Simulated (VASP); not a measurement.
A run of VASP 6.6.1:

The input INCAR:

```
SYSTEM = Sb
  ALGO = Normal
  EDIFF = 1E-6
  ENCUT = 520
  GGA = PS
  ISIF = 2
  ISMEAR = 0
  LASPH = .True.
  LCHARG = .False.
  LREAL = .False.
  LWAVE = .False.
  NBANDS = 8
  NELM = 100
  PREC = Accurate
  SIGMA = 0.15
```

KPOINTS

```
k-points
0
Gamma
  16 16 16
  0 0 0
```

POSCAR

```
Sb
1.0
    3.0968000000      0.0000000000      0.0000000000
    0.0000000000      3.1600000000      0.0000000000
    0.0000000000      0.0000000000      3.1600000000
Sb
1
Direct
    0.0000000000      0.0000000000      0.0000000000
```

Potentials or basis: VASP PAW PBE potentials, release 64 (Sb).

Launch:

```bash
$ cat potpaw_PBE.64/Sb/POTCAR > POTCAR
$ mpirun -np 1 vasp_std > vasp.out
```

Hardware: 1 thread of Intel Xeon 8259CL, on a shared host.

**Question.** How long does it take, and how much memory?

**Answer.** Wall time 40 s on 1 thread of Intel Xeon 8259CL (shared host), peak memory 0.22 GiB. Counts: scf iterations 9, k points 405.
